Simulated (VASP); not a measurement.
# SrCd (Pm-3m) in VASP: notebook

The runs below take SrCd through single point, with LDA.

Program: VASP 6.6.1. These are calculated values, not measurements. Logs are shortened: lines on timing, memory, paths and dates and some standing lists are left out, and cuts for length are marked.

### Step 1. The cell of the first run

It takes space group Pm-3m (No. 221, cubic). The conventional cell has a = 3.921 Å, b = 3.921 Å, c = 3.921 Å, α = 90.00°, β = 90.00°, γ = 90.00°. Sr (site symmetry m-3m) has 8 Cd at 3.40 Å and 6 Sr at 3.92 Å within 4.5 Å. Cd (site symmetry m-3m) has 8 Sr at 3.40 Å and 6 Cd at 3.92 Å within 4.5 Å.

### Step 2. Single point, LDA (30.15 Å³/atom)

Contents of INCAR:

```
PREC = Accurate ; ENCUT = 520
EDIFF = 1E-7 ; ISMEAR = -1
SIGMA = 0.08 ; LREAL = F
LASPH = T ; NELM = 60
ALGO = Normal ; ISIF = 2
LWAVE = F ; LCHARG = F
GGA = CA ; NBANDS = 18
```

Contents of KPOINTS:

```
Automatic mesh
0
Gamma
  10 10 10
```

Contents of POSCAR:

```
SrCd
1.0
    3.9212831932      0.0000000000      0.0000000000
    0.0000000000      3.9212831932      0.0000000000
    0.0000000000      0.0000000000      3.9212831932
Sr Cd
1 1
Direct
    0.5000000000      0.5000000000      0.5000000000
    0.0000000000      0.0000000000      0.0000000000
```

Potentials or basis: VASP PAW LDA potentials, release 64 (Sr_sv, Cd).

Run with:

```sh
$ cat potpaw_LDA.64/Sr_sv/POTCAR potpaw_LDA.64/Cd/POTCAR > POTCAR
$ mpirun -np 1 vasp_std > vasp.out
```

OUTCAR:

```text
PREC = Accurate
   ENCUT = 520
   EDIFF = 1E-7
   ISMEAR = -1
   LREAL = F
   LASPH = T
   NELM = 60
   ISIF = 2
   GGA = CA

 ion  position               nearest neighbor table
   1  0.500  0.500  0.500-   2 3.40   2 3.40   2 3.40   2 3.40   2 3.40   2 3.40   2 3.40   2 3.40

   2  0.000  0.000  0.000-   1 3.40   1 3.40   1 3.40   1 3.40   1 3.40   1 3.40   1 3.40   1 3.40

  LATTYP: Found a simple cubic cell.
 ALAT       =     3.9212831932

  Lattice vectors:

 A1 = (   3.9212831932,   0.0000000000,   0.0000000000)
 A2 = (   0.0000000000,   3.9212831932,   0.0000000000)
 A3 = (   0.0000000000,   0.0000000000,   3.9212831932)

Analysis of symmetry for initial positions (statically):
=====================================================================
 Subroutine PRICEL returns:
 Original cell was already a primitive cell.

 Routine SETGRP: Setting up the symmetry group for a
 simple cubic supercell.

 Subroutine GETGRP returns: Found 48 space group operations
 (whereof 48 operations were pure point group operations)
 out of a pool of 48 trial point group operations.

The static configuration has the point symmetry O_h .

Analysis of symmetry for dynamics (positions and initial velocities):
=====================================================================
 Subroutine PRICEL returns:
 Original cell was already a primitive cell.

 Routine SETGRP: Setting up the symmetry group for a
 simple cubic supercell.

 Subroutine GETGRP returns: Found 48 space group operations
 (whereof 48 operations were pure point group operations)
 out of a pool of 48 trial point group operations.

The dynamic configuration has the point symmetry O_h .

 Subroutine INISYM returns: Found 48 space group operations
 (whereof 48 operations are pure point group operations),
 and found     1 'primitive' translations

----------------------------------------------------------------------------------------

                                     Primitive cell

  volume of cell :      60.2955

  direct lattice vectors                    reciprocal lattice vectors
     3.921283193  0.000000000  0.000000000     0.255018562  0.000000000  0.000000000
     0.000000000  3.921283193  0.000000000     0.000000000  0.255018562  0.000000000
     0.000000000  0.000000000  3.921283193     0.000000000  0.000000000  0.255018562

  length of vectors
     3.921283193  3.921283193  3.921283193     0.255018562  0.255018562  0.255018562

  position of ions in fractional coordinates (direct lattice)
     0.500000000  0.500000000  0.500000000
     0.000000000  0.000000000  0.000000000

  ion indices of the primitive-cell ions
   primitive index   ion index
                 1           1
                 2           2

----------------------------------------------------------------------------------------

 KPOINTS: Automatic mesh

Automatic generation of k-mesh.
 Grid dimensions read from file:
 generate k-points for:   10   10   10

 Generating k-lattice:

  Cartesian coordinates                     Fractional coordinates (reciprocal lattice)
     0.025501856  0.000000000  0.000000000     0.100000000  0.000000000  0.000000000
     0.000000000  0.025501856  0.000000000     0.000000000  0.100000000  0.000000000
     0.000000000  0.000000000  0.025501856     0.000000000  0.000000000  0.100000000

  Length of vectors
     0.025501856  0.025501856  0.025501856

  Shift w.r.t. Gamma in fractional coordinates (k-lattice)
     0.000000000  0.000000000  0.000000000

 Subroutine IBZKPT returns following result:
 ===========================================

 Found     56 irreducible k-points:

 Following reciprocal coordinates:
            Coordinates               Weight
  0.000000  0.000000  0.000000      1.000000
  0.100000  0.000000  0.000000      6.000000
  0.200000  0.000000  0.000000      6.000000
  0.300000  0.000000  0.000000      6.000000
  0.400000  0.000000  0.000000      6.000000
  0.500000  0.000000  0.000000      3.000000
[... 16 lines left out ...]
  0.200000  0.100000  0.100000     24.000000
  0.300000  0.100000  0.100000     24.000000
 [... further k-points ...]
   k-points           NKPTS =     56   k-points in BZ     NKDIM =     56   number of bands    NBANDS=     18
   number of dos      NEDOS =    301   number of ions     NIONS =      2
   total plane-waves  NPLWV =  27000
   dimension x,y,z NGX =    30 NGY =   30 NGZ =   30
   dimension x,y,z NGXF=    60 NGYF=   60 NGZF=   60
   ions per type =               1   1
   NGX,Y,Z   is equivalent  to a cutoff of  12.72, 12.72, 12.72 a.u.
   NGXF,Y,Z  is equivalent  to a cutoff of  25.44, 25.44, 25.44 a.u.
 SYSTEM =  unknown system
   PREC   = accura    normal or accurate (medium, high low for compatibility)
   ISTART =      0    job   : 0-new  1-cont  2-samecut
   ICHARG =      2    charge: 1-file 2-atom 10-const
   ISPIN  =      1    spin polarized calculation?
   LNONCOLLINEAR =      F non collinear calculations
   LSORBIT =      F    spin-orbit coupling
   LASPH  =      T    aspherical Exc in radial PAW
   ENCUT  =  520.0 eV  38.22 Ry    6.18 a.u.   7.29  7.29  7.29*2*pi/ulx,y,z
   NELM   =     60;   NELMIN=  2; NELMDL= -5     # of ELM steps
   EDIFF  = 0.1E-06   stopping-criterion for ELM
   LREAL  =      F    real-space projection
   EDIFFG = 0.1E-05   stopping-criterion for IOM
   NSW    =      0    number of steps for IOM
   IBRION =     -1    ionic relax: 0-MD 1-quasi-New 2-CG
   NFREE  =      0    steps in history (QN), initial steepest desc. (CG)
   ISIF   =      2    stress and relaxation
   ISYM   =      2    0-nonsym 1-usesym 2-fastsym
   POTIM  = 0.5000    time-step for ionic-motion
   TEBEG  =    0.0;   TEEND  =   0.0 temperature during run
   PSTRESS=    0.0 pullay stress
   NELECT =      22.0000    total number of electrons
   NUPDOWN=      -1.0000    fix difference up-down
   EMIN   =  10.00;   EMAX   =-10.00  energy-range for DOS
   EFERMI =   0.00;   METHOD = LEGACY
   ISMEAR =    -1;   SIGMA  =   0.08  broadening in eV -4-tet -1-fermi 0-gaus
   EFERMI_NEDOS =   21; number of points for ismear=-14 and -15
   IALGO  =     38    algorithm
   IMIX   =      4    mixing-type and parameters
     AMIX     =   0.40;   BMIX     =  1.00
     AMIX_MAG =   1.60;   BMIX_MAG =  1.00
  volume/ion in A,a.u.               =      30.15       203.45
  Fermi-wavevector in a.u.,A,eV,Ry     =   1.169825  2.210648 18.619440  1.368490
  Thomas-Fermi vector in A             =   2.306292
   LORBIT       =      0    0 simple, 1 ext, 2 COOP (PROOUT), +10 PAW based schemes
   GGA     = CA    functional components
   LHFCALC =     F    Hartree Fock is set to
   AEXX    =    0.0000 exact exchange contribution
   IVDW    =     0    specifies the selected vdW correction
   LEPSILON=     F    determine dielectric tensor
   LRPA    =     F    only Hartree local field effects (RPA)
 non-spin polarized calculation
  energy-cutoff  :      520.00
  volume of cell :       60.30
 maximum number of plane-waves:      1647
 NGX is ok and might be reduce to    30
   NGX = 15   NGY = 15   NGZ = 15

 number of electron      22.0000013 magnetization

 Free energy of the ion-electron system (eV)
  ---------------------------------------------------
  ext. energy  EPLUGINS =         0.00000000
  ---------------------------------------------------
  free energy    TOTEN  =        -4.12897673 eV

  energy without entropy =       -4.10403123  energy(sigma->0) =       -4.11650398

 E-fermi :   2.3539     XC(G=0):  -9.7001

 val. band max:        2.3423718776   @ k =   0.4000   0.3000   0.3000
 cond. band min:       2.4343950838   @ k =   0.5000   0.5000   0.0000
 fundamental gap:      0.0920232062
 Fermi energy:         2.3538624521

 k-point     1 :       0.0000    0.0000    0.0000
  band No.  band energies     occupation
      1     -33.0884      2.00000
      2     -15.1241      2.00000
      3     -15.1241      2.00000
      4     -15.1241      2.00000
      5      -6.3502      2.00000
      6      -6.3502      2.00000
[... 10 lines left out ...]
     17       7.7736      0.00000
     18       7.7736      0.00000

 k-point     2 :       0.1000    0.0000    0.0000
  band No.  band energies     occupation
      1     -33.0868      2.00000
      2     -15.1534      2.00000
      3     -15.1221      2.00000
      4     -15.1221      2.00000
      5      -6.3469      2.00000
      6      -6.3305      2.00000
[... 10 lines left out ...]
     17       8.2490      0.00000
     18       8.2490      0.00000

 k-point     3 :       0.2000    0.0000    0.0000
  band No.  band energies     occupation
      1     -33.0826      2.00000
      2     -15.2288      2.00000
      3     -15.1168      2.00000
      4     -15.1168      2.00000
      5      -6.3382      2.00000
      6      -6.2788      2.00000
[... 10 lines left out ...]
     17       9.0950      0.00000
     18       9.0950      0.00000

 k-point     4 :       0.3000    0.0000    0.0000
  band No.  band energies     occupation
      1     -33.0775      2.00000
      2     -15.3198      2.00000
      3     -15.1103      2.00000
      4     -15.1103      2.00000
      5      -6.3275      2.00000
      6      -6.2153      2.00000
[... 10 lines left out ...]
     17      10.0530      0.00000
     18      10.0530      0.00000

 k-point     5 :       0.4000    0.0000    0.0000
  band No.  band energies     occupation
      1     -33.0733      2.00000
      2     -15.3917      2.00000
      3     -15.1050      2.00000
      4     -15.1050      2.00000
      5      -6.3188      2.00000
      6      -6.1971      2.00000
[... 10 lines left out ...]
     17      10.0242      0.00000
     18      11.1044      0.00000

 k-point     6 :       0.5000    0.0000    0.0000
  band No.  band energies     occupation
      1     -33.0717      2.00000
      2     -15.4188      2.00000
      3     -15.1029      2.00000
      4     -15.1029      2.00000
      5      -6.3154      2.00000
      6      -6.2000      2.00000
[... 307 lines left out ...]
 k-point    21 :       0.5000    0.5000    0.0000
  band No.  band energies     occupation
      1     -33.0560      2.00000
      2     -15.3642      2.00000
      3     -15.3642      2.00000
      4     -15.0720      2.00000
      5      -6.3502      2.00000
      6      -6.2515      2.00000
[... 10 lines left out ...]
     17       8.9498      0.00000
     18       9.0320      0.00000

 k-point    22 :       0.1000    0.1000    0.1000
  band No.  band energies     occupation
      1     -33.0836      2.00000
      2     -15.1545      2.00000
      3     -15.1457      2.00000
      4     -15.1457      2.00000
      5      -6.3162      2.00000
      6      -6.3162      2.00000
[... 10 lines left out ...]
     17       8.2144      0.00000
     18       8.5054      0.00000

 k-point    23 :       0.2000    0.1000    0.1000
  band No.  band energies     occupation
      1     -33.0795      2.00000
      2     -15.2230      2.00000
      3     -15.1439      2.00000
      4     -15.1401      2.00000
      5      -6.3092      2.00000
      6      -6.2650      2.00000
[... 10 lines left out ...]
     17       8.9233      0.00000
     18       9.1472      0.00000

 k-point    24 :       0.3000    0.1000    0.1000
  band No.  band energies     occupation
      1     -33.0744      2.00000
      2     -15.3118      2.00000
      3     -15.1355      2.00000
      4     -15.1333      2.00000
      5      -6.3005      2.00000
      6      -6.2107      2.00000
[... 10 lines left out ...]
     17       9.3962      0.00000
     18      10.0922      0.00000

 [... further k-points ...]
[... 5 lines left out ...]
  --------------------------------------------------------------------------------------
  -------------------------------------------------------------------------------------
  Total       -0.1014421     -0.1014421     -0.1014421      0.0000000      0.0000000      0.0000000
  in kB       -2.6955299     -2.6955299     -2.6955299      0.0000000      0.0000000      0.0000000
  external PRESSURE =      -2.6955299 kB  Pullay stress =       0.0000000 kB

 VOLUME and BASIS-vectors are now :
 -----------------------------------------------------------------------------
  energy-cutoff  :      520.00
  volume of cell :       60.30
      direct lattice vectors                 reciprocal lattice vectors
     3.921283193  0.000000000  0.000000000     0.255018562  0.000000000  0.000000000
     0.000000000  3.921283193  0.000000000     0.000000000  0.255018562  0.000000000
     0.000000000  0.000000000  3.921283193     0.000000000  0.000000000  0.255018562

 POSITION                                       TOTAL-FORCE (eV/Angst)
 -----------------------------------------------------------------------------------
      1.96064      1.96064      1.96064         0.000000      0.000000      0.000000
      0.00000      0.00000      0.00000         0.000000      0.000000      0.000000
 -----------------------------------------------------------------------------------
    total drift:                                0.000000      0.000000     -0.000000

  FREE ENERGIE OF THE ION-ELECTRON SYSTEM (eV)
  ---------------------------------------------------
  free  energy   TOTEN  =        -4.1289767299 eV

  energy  without entropy=       -4.1040312287  energy(sigma->0) =       -4.11650398
```

It took 41 s on 1 thread of Oxide Virtual Turin-like, shared host; peak memory 0.16 GiB.

What came out:

| Item | Value |
| --- | --- |
| Free energy | -4.1290 eV |
| Pressure | -0.3 GPa |
| Band gap on the k mesh | zero (bands 11 and 12 overlap by 2.23 eV) |

### Step 3. Single point, LDA (31.43 Å³/atom)

This run uses another cell than the first one, of 31.43 Å³/atom.

Contents of INCAR:

```
SYSTEM = SrCd
PREC = Accurate
ENCUT = 520
EDIFF = 1E-6
ISMEAR = -1
SIGMA = 0.08
LREAL = .FALSE.
LASPH = .TRUE.
NELM = 100
ALGO = Normal
ISIF = 2
LWAVE = .FALSE.
LCHARG = .FALSE.
NBANDS = 18
```

Contents of KPOINTS:

```
Automatic mesh
0
G
  10 10 10
  0 0 0
```

Contents of POSCAR:

```
SrCd
1.0
    3.9761334187      0.0000000000      0.0000000000
    0.0000000000      3.9761334187      0.0000000000
    0.0000000000      0.0000000000      3.9761334187
Sr Cd
1 1
Direct
    0.5000000000      0.5000000000      0.5000000000
    0.0000000000      0.0000000000      0.0000000000
```

Potentials or basis: VASP PAW LDA potentials, release 64 (Sr_sv, Cd).

Run with:

```sh
$ cat potpaw_LDA.64/Sr_sv/POTCAR potpaw_LDA.64/Cd/POTCAR > POTCAR
$ mpirun -np 1 vasp_std > vasp.out
```

Wall time 22 s (1 thread of Oxide Virtual Turin-like, shared host); peak memory 0.16 GiB.

It converged, with:

- Free energy: -4.1149 eV
- Pressure: -1.5 GPa
- Band gap on the k mesh: zero (bands 11 and 12 overlap by 2.15 eV)

Levels at points of the mesh, in eV from the Fermi level:
| k point | band 9 | band 10 | band 11 | band 12 | band 13 | band 14 |
| --- | --- | --- | --- | --- | --- | --- |
| (0.00, 0.00, 0.00) | -8.49 | -5.89 | 1.33 | 1.33 | 4.07 | 4.07 |
| (0.50, 0.00, 0.00) | -8.46 | -3.62 | -2.45 | 1.71 | 2.23 | 2.23 |
| (0.50, 0.50, 0.00) | -8.35 | -3.20 | 0.04 | 0.04 | 1.13 | 3.88 |
| (0.50, 0.50, 0.50) | -8.35 | -0.82 | -0.82 | -0.82 | -0.80 | 4.80 |

### Step 4. Single point, LDA (32.39 Å³/atom)

This run uses another cell than the first one, of 32.39 Å³/atom.

Contents of INCAR:

```
SYSTEM = SrCd
  PREC = Accurate
  ENCUT = 520
  EDIFF = 1E-6
  ISMEAR = -1
  SIGMA = 0.08
  LREAL = .False.
  LASPH = .True.
  NELM = 80
  ALGO = Normal
  ISIF = 2
  LWAVE = .False.
  LCHARG = .True.
  LELF = .True.
  LVHAR = .True.
  NBANDS = 18
```

Contents of KPOINTS:

```
Automatic mesh
0
Gamma
  10 10 10
  0 0 0
```

Contents of POSCAR:

```
SrCd
1.0
    4.0162991010      0.0000000000      0.0000000000
    0.0000000000      4.0162991010      0.0000000000
    0.0000000000      0.0000000000      4.0162991010
Sr Cd
1 1
Direct
    0.5000000000      0.5000000000      0.5000000000
    0.0000000000      0.0000000000      0.0000000000
```

Run with:

```sh
$ cat potpaw_LDA.64/Sr_sv/POTCAR potpaw_LDA.64/Cd/POTCAR > POTCAR
$ mpirun -np 1 vasp_std > vasp.out
```

Wall time 40 s (1 thread of Oxide Virtual Turin-like, shared host); peak memory 0.17 GiB.

The run converged. Its results:

| Property | Result |
| --- | --- |
| Free energy | -4.0930 eV |
| Pressure | -2.2 GPa |
| Band gap on the k mesh | zero (bands 11 and 12 overlap by 2.10 eV) |

Levels at points of the mesh, in eV from the Fermi level:
```
           k point  band 9  band 10  band 11  band 12  band 13  band 14
(0.00, 0.00, 0.00)   -8.46    -5.80     1.33     1.33     3.97     3.97
(0.50, 0.00, 0.00)   -8.44    -3.61    -2.41     1.71     2.20     2.20
(0.50, 0.50, 0.00)   -8.34    -3.17     0.02     0.02     1.08     3.80
(0.50, 0.50, 0.50)   -8.33    -0.87    -0.77    -0.77    -0.77     4.63
```

(Continued in part 2 of 2.)

The gap in the log of VASP goes by the Fermi energy; the results here count the filled bands.